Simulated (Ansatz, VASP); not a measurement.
Two plane-wave programs on Ni

```
CELL_PARAMETERS angstrom
-1.38372 1.38372 1.38372
1.38372 -1.38372 1.38372
1.38372 1.38372 -1.38372
ATOMIC_POSITIONS crystal
Ni 0.00000 0.00000 0.00000
```

Alike in both runs: task single point; functional LDA; k mesh 14 × 14 × 14; occupations fermi-dirac, width 0.15 eV; collinear spin.

|  | VASP | Ansatz |
| --- | --- | --- |
| version | VASP 6.6.1 | Ansatz 0.2.0 |
| potentials or method | VASP PAW LDA potentials, release 64 (Ni), cutoff 600 eV | plane waves, PAW |
| valence electrons in the cell | 10 | 18 |

VASP gave:

- net moment per atom (μB): 0.14
- size of the moment on the site where the two differ most (μB): 0.14

Q: What did Ansatz give for the same quantities?

A: net moment per atom (μB): 0.29; size of the moment on the site where the two differ most (μB): 0.30.

The net moments are unlike, so the other rows may belong to different states. LDA's correlation is that of Perdew and Zunger in VASP and of Perdew and Wang (1992) in Ansatz. Site moments also hang on the region over which each program counts them. VASP's potentials hold 10 valence electrons a cell and Ansatz's 18, so a difference there can come from the potentials and not from the codes.
